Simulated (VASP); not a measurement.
A run of VASP 6.6.1 is set up as follows.

POSCAR

```
Ti2O
1.0
    2.9447299910      0.0000000000      0.0000000000
   -1.4723649955      2.5502109795      0.0000000000
    0.0000000000      0.0000000000      4.8018986852
Ti O
2 1
Direct
    0.6666666667      0.3333333333      0.2687803042
    0.3333333333      0.6666666667      0.7312196958
    0.0000000000      0.0000000000      0.0000000000
```

INCAR.step1

```
SYSTEM = Ti2O
ALGO     = Normal         ! electronic algorithm
EDIFF    = 1E-4           ! SCF threshold, eV
ENCUT    = 520            ! plane-wave cutoff, eV
GGA      = PE             ! functional
ISMEAR   = 0              ! smearing method
LASPH    = .TRUE.         ! aspherical terms in the spheres
LCHARG   = .FALSE.        ! write CHGCAR
LREAL    = .FALSE.        ! projectors in reciprocal space
LWAVE    = .TRUE.         ! write WAVECAR
NBANDS   = 22             ! bands
NELM     = 100            ! most SCF steps
PREC     = Accurate       ! precision mode
SIGMA    = 0.1            ! smearing width, eV
```

The input INCAR.step2:

```
SYSTEM = Ti2O
ALGO     = Normal         ! electronic algorithm
BPARAM   = 11.95        
CPARAM   = 0.0093       
EDIFF    = 1E-7           ! SCF threshold, eV
ENCUT    = 520            ! plane-wave cutoff, eV
ISIF     = 2              ! what is computed and relaxed
ISMEAR   = 0              ! smearing method
ISTART   = 1            
IVDW_NL  = 2            
LASPH    = .TRUE.         ! aspherical terms in the spheres
LCHARG   = .FALSE.        ! write CHGCAR
LMIXTAU  = .TRUE.       
LREAL    = .FALSE.        ! projectors in reciprocal space
LUSE_VDW = .TRUE.       
LWAVE    = .FALSE.        ! write WAVECAR
METAGGA  = R2SCAN         ! meta-GGA
NBANDS   = 22             ! bands
NELM     = 100            ! most SCF steps
PREC     = Accurate       ! precision mode
SIGMA    = 0.1            ! smearing width, eV
```

KPOINTS

```
k-points
0
G
  18 18 10
  0 0 0
```

Potentials or basis: VASP PAW PBE potentials, release 64 (Ti_sv, O).

Command:

```console
$ cat potpaw_PBE.64/Ti_sv/POTCAR potpaw_PBE.64/O/POTCAR > POTCAR
$ cp INCAR.step1 INCAR
$ mpirun -np 1 vasp_std > vasp.out
$ cp INCAR.step2 INCAR
$ mpirun -np 1 vasp_std > vasp.out
```

Problem. What does it give for the largest force?

Solution. 0.062 eV/Å.

Problem. Estimate the pressure.

Solution. 1.1 GPa.

Problem. Estimate the band gap on the k mesh.

Solution. Zero (bands 15 and 16 overlap by 0.98 eV).

Forces in eV/Å, atoms in the order of the input:
```
Ti   0.000  0.000  0.062
Ti   0.000  0.000 -0.062
O    0.000  0.000  0.000
```

Caveat: the PAW data sets were made with another functional, which shifts forces and pressure a little.
